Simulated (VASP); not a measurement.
# KF (Fm-3m) in VASP: single point with PBE

Aim: the single point of KF with PBE.

All numbers are computed with VASP 6.6.1; they aren't measurements. Logs are shortened: lines on timing, memory, paths and dates and some standing lists are left out, and cuts for length are marked.

## 1. The cell of the first run

Symmetry: Fm-3m, No. 225, cubic system. The conventional cell has a = 5.452 Å, b = 5.452 Å, c = 5.452 Å, α = 90.00°, β = 90.00°, γ = 90.00°. K (site symmetry m-3m) has 6 F at 2.73 Å within 3.6 Å. F (site symmetry m-3m) has 6 K at 2.73 Å within 3.6 Å.

## 2. Single point, PBE (volume scaled by 1.06)

Input file INCAR:

```
  PREC = Accurate
  ENCUT = 520
  EDIFF = 1E-7
  ISMEAR = -1
  SIGMA = 0.01
  LREAL = F
  LASPH = T
  NELM = 80
  ALGO = Normal
  ISIF = 2
  LWAVE = F
  LCHARG = F
  GGA = PE
  NBANDS = 15
```

Input file KPOINTS:

```
regular mesh
0
Gamma
  9 9 9
```

Input file POSCAR:

```
KF
1.0
    0.0000000000      2.7259348808      2.7259348808
    2.7259348808      0.0000000000      2.7259348808
    2.7259348808      2.7259348808      0.0000000000
K F
1 1
Direct
    0.0000000000      0.0000000000      0.0000000000
    0.5000000000      0.5000000000      0.5000000000
```

Potentials or basis: VASP PAW PBE potentials, release 64 (K_sv, F).

Run with:

```sh
cat potpaw_PBE.64/K_sv/POTCAR potpaw_PBE.64/F/POTCAR > POTCAR
mpirun -np 1 vasp_std > vasp.out
```

OUTCAR:

```text
PREC = Accurate
   ENCUT = 520
   EDIFF = 1E-7
   ISMEAR = -1
   LREAL = F
   LASPH = T
   NELM = 80
   ISIF = 2
   GGA = PE

 ion  position               nearest neighbor table
   1  0.000  0.000  0.000-   2 2.73   2 2.73   2 2.73   2 2.73   2 2.73   2 2.73
   2  0.500  0.500  0.500-   1 2.73   1 2.73   1 2.73   1 2.73   1 2.73   1 2.73

  LATTYP: Found a face centered cubic cell.
 ALAT       =     5.4518697616

  Lattice vectors:

 A1 = (   0.0000000000,   2.7259348808,   2.7259348808)
 A2 = (   2.7259348808,   0.0000000000,   2.7259348808)
 A3 = (   2.7259348808,   2.7259348808,   0.0000000000)

Analysis of symmetry for initial positions (statically):
=====================================================================
 Subroutine PRICEL returns:
 Original cell was already a primitive cell.

 Routine SETGRP: Setting up the symmetry group for a
 face centered cubic supercell.

 Subroutine GETGRP returns: Found 48 space group operations
 (whereof 48 operations were pure point group operations)
 out of a pool of 48 trial point group operations.

The static configuration has the point symmetry O_h .

Analysis of symmetry for dynamics (positions and initial velocities):
=====================================================================
 Subroutine PRICEL returns:
 Original cell was already a primitive cell.

 Routine SETGRP: Setting up the symmetry group for a
 face centered cubic supercell.

 Subroutine GETGRP returns: Found 48 space group operations
 (whereof 48 operations were pure point group operations)
 out of a pool of 48 trial point group operations.

The dynamic configuration has the point symmetry O_h .

 Subroutine INISYM returns: Found 48 space group operations
 (whereof 48 operations are pure point group operations),
 and found     1 'primitive' translations

----------------------------------------------------------------------------------------

                                     Primitive cell

  volume of cell :      40.5113

  direct lattice vectors                    reciprocal lattice vectors
     0.000000000  2.725934881  2.725934881    -0.183423310  0.183423310  0.183423310
     2.725934881  0.000000000  2.725934881     0.183423310 -0.183423310  0.183423310
     2.725934881  2.725934881  0.000000000     0.183423310  0.183423310 -0.183423310

  length of vectors
[... 83 lines left out ...]
   LREAL  =      F    real-space projection
   EDIFFG = 0.1E-05   stopping-criterion for IOM
   NSW    =      0    number of steps for IOM
   IBRION =     -1    ionic relax: 0-MD 1-quasi-New 2-CG
   NFREE  =      0    steps in history (QN), initial steepest desc. (CG)
   ISIF   =      2    stress and relaxation
   ISYM   =      2    0-nonsym 1-usesym 2-fastsym
   POTIM  = 0.5000    time-step for ionic-motion
   TEBEG  =    0.0;   TEEND  =   0.0 temperature during run
   PSTRESS=    0.0 pullay stress
   NELECT =      16.0000    total number of electrons
   NUPDOWN=      -1.0000    fix difference up-down
   EMIN   =  10.00;   EMAX   =-10.00  energy-range for DOS
   EFERMI =   0.00;   METHOD = LEGACY
   ISMEAR =    -1;   SIGMA  =   0.01  broadening in eV -4-tet -1-fermi 0-gaus
   EFERMI_NEDOS =   21; number of points for ismear=-14 and -15
   IALGO  =     38    algorithm
   IMIX   =      4    mixing-type and parameters
     AMIX     =   0.40;   BMIX     =  1.00
     AMIX_MAG =   1.60;   BMIX_MAG =  1.00
  volume/ion in A,a.u.               =      20.26       136.69
  Fermi-wavevector in a.u.,A,eV,Ry     =   1.201128  2.269803 19.629246  1.442709
  Thomas-Fermi vector in A             =   2.336945
   LORBIT       =      0    0 simple, 1 ext, 2 COOP (PROOUT), +10 PAW based schemes
   GGA     = PE    functional components
   LHFCALC =     F    Hartree Fock is set to
   AEXX    =    0.0000 exact exchange contribution
   IVDW    =     0    specifies the selected vdW correction
   LEPSILON=     F    determine dielectric tensor
   LRPA    =     F    only Hartree local field effects (RPA)
 non-spin polarized calculation
  energy-cutoff  :      520.00
  volume of cell :       40.51
 maximum number of plane-waves:      1113
 NGX is ok and might be reduce to    30
   NGX = 15   NGY = 15   NGZ = 15

 number of electron      15.9999993 magnetization

 Free energy of the ion-electron system (eV)
  ---------------------------------------------------
  ext. energy  EPLUGINS =         0.00000000
  ---------------------------------------------------
  free energy    TOTEN  =        -8.29907715 eV

  energy without entropy =       -8.29907715  energy(sigma->0) =       -8.29907715

 E-fermi :  -2.7522     XC(G=0):  -8.1350

 val. band max:       -2.9563543284   @ k =   0.0000   0.0000   0.0000
 cond. band min:       2.9052219715   @ k =   0.0000   0.0000   0.0000
 fundamental gap:      5.8615762999
 Fermi energy:        -2.7522287988

 k-point     1 :       0.0000    0.0000    0.0000
  band No.  band energies     occupation
      1     -29.2665      2.00000
      2     -21.5806      2.00000
      3     -12.5564      2.00000
      4     -12.5564      2.00000
      5     -12.5564      2.00000
      6      -2.9564      2.00000
      7      -2.9564      2.00000
      8      -2.9564      2.00000
      9       2.9052      0.00000
     10       7.5516      0.00000
     11       7.5516      0.00000
     12       7.5516      0.00000
     13       9.1452      0.00000
     14       9.1452      0.00000
[... 401 lines left out ...]
      2     -21.5882      2.00000
      3     -12.9908      2.00000
      4     -12.7250      2.00000
      5     -12.7250      2.00000
      6      -3.2218      2.00000
      7      -3.0239      2.00000
      8      -3.0239      2.00000
      9       5.2343      0.00000
     10       6.7828      0.00000
     11       8.4996      0.00000
     12      10.2907      0.00000
     13      10.7208      0.00000
     14      10.7208      0.00000
     15      12.5065      0.00000

 [... further k-points ...]
[... 5 lines left out ...]
  --------------------------------------------------------------------------------------
  -------------------------------------------------------------------------------------
  Total       -0.1197306     -0.1197306     -0.1197306     -0.0000000     -0.0000000     -0.0000000
  in kB       -4.7352088     -4.7352088     -4.7352088     -0.0000000     -0.0000000     -0.0000000
  external PRESSURE =      -4.7352088 kB  Pullay stress =       0.0000000 kB

 VOLUME and BASIS-vectors are now :
 -----------------------------------------------------------------------------
  energy-cutoff  :      520.00
  volume of cell :       40.51
      direct lattice vectors                 reciprocal lattice vectors
     0.000000000  2.725934881  2.725934881    -0.183423310  0.183423310  0.183423310
     2.725934881  0.000000000  2.725934881     0.183423310 -0.183423310  0.183423310
     2.725934881  2.725934881  0.000000000     0.183423310  0.183423310 -0.183423310

 POSITION                                       TOTAL-FORCE (eV/Angst)
 -----------------------------------------------------------------------------------
      0.00000      0.00000      0.00000         0.000000     -0.000000     -0.000000
      2.72593      2.72593      2.72593        -0.000000      0.000000      0.000000
 -----------------------------------------------------------------------------------
    total drift:                                0.000000      0.000000      0.000000

  FREE ENERGIE OF THE ION-ELECTRON SYSTEM (eV)
  ---------------------------------------------------
  free  energy   TOTEN  =        -8.2990771490 eV

  energy  without entropy=       -8.2990771490  energy(sigma->0) =       -8.29907715
```

OSZICAR:

```text
N       E                     dE             d eps       ncg     rms          rms(c)
DAV:   1     0.109669126052E+03    0.10967E+03   -0.82151E+03  1050   0.103E+03
DAV:   2    -0.493473703793E+01   -0.11460E+03   -0.10543E+03  1367   0.282E+02
DAV:   3    -0.944701183328E+01   -0.45123E+01   -0.44902E+01  1380   0.498E+01
DAV:   4    -0.958199771540E+01   -0.13499E+00   -0.13497E+00  1455   0.744E+00
DAV:   5    -0.958254444410E+01   -0.54673E-03   -0.54673E-03  1394   0.550E-01    0.626E+00
DAV:   6    -0.833437747891E+01    0.12482E+01   -0.36186E+00  1120   0.142E+01    0.371E+00
DAV:   7    -0.830224651460E+01    0.32131E-01   -0.65828E-02  1253   0.220E+00    0.207E+00
DAV:   8    -0.829666016728E+01    0.55863E-02   -0.54518E-02  1190   0.227E+00    0.199E-01
DAV:   9    -0.829832351074E+01   -0.16633E-02   -0.37615E-03  1351   0.509E-01    0.121E-01
DAV:  10    -0.829893867239E+01   -0.61516E-03   -0.47643E-04  1127   0.184E-01    0.655E-02
DAV:  11    -0.829907690561E+01   -0.13823E-03   -0.13290E-04  1127   0.945E-02    0.186E-02
DAV:  12    -0.829907699878E+01   -0.93168E-07   -0.11405E-05  1282   0.325E-02    0.417E-03
DAV:  13    -0.829907714919E+01   -0.15041E-06   -0.20872E-06  1176   0.126E-02    0.211E-03
DAV:  14    -0.829907714896E+01    0.22305E-09   -0.60065E-08  1091   0.225E-03
   1 F= -.82990771E+01 E0= -.82990771E+01  d E =-.578811E-11
```

It took 62 s on 1 thread of AMD EPYC 7R13, shared host; peak memory 0.15 GiB.

What came out:

```yaml
Free_energy: -8.2991 eV
Pressure: -0.5 GPa
Band_gap_on_the_k_mesh: 5.86 eV, direct
```

 A k mesh can miss the band edges.
